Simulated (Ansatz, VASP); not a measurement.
## One calculation of BaTiO3, two programs

```
Ba Ti O
1.0
     2.86052    1.65152    2.34621
    -2.86052    1.65152    2.34621
     0.00000   -3.30305    2.34621
Ba Ti O
1 1 3
Direct
  0.00117 0.00117 0.00117
  0.51128 0.51128 0.51128
  0.48879 0.98107 0.48879
  0.48879 0.48879 0.98107
  0.98107 0.48879 0.48879
```

Alike in both runs: task single point; functional PBE; k mesh 6 × 6 × 6; occupations gaussian, width 0.02 eV; no spin polarisation; Hubbard terms Ti d U = 4.0 eV.

```csv
,VASP,Ansatz
version,VASP 6.6.1,Ansatz 0.2.0
potentials or method,"VASP PAW PBE potentials, release 64 (Ba_sv, Ti_sv, O), cutoff 520 eV","scalar-relativistic, plane waves, PAW"
valence electrons in the cell,40,40
```

```csv
,VASP,Ansatz,Ansatz less VASP
gap on the k mesh at the Fermi level (eV),2.62,2.64,+0.025
least direct gap on the mesh (eV),3.03,3.03,+0.007
pressure (GPa),3.4,0.0,-3.47
"traceless stress, the component that is largest in VASP (GPa)",-0.30,0.00,+0.300
rms of the force components (eV/Å),0.225,0.001,-0.2235
```

The programs project onto different local orbitals, so the same U acts differently, and such runs can settle in different states. Atom by atom the forces differ by 0.226 eV/Å (rms over components).

Neither program's run includes spin-orbit coupling.
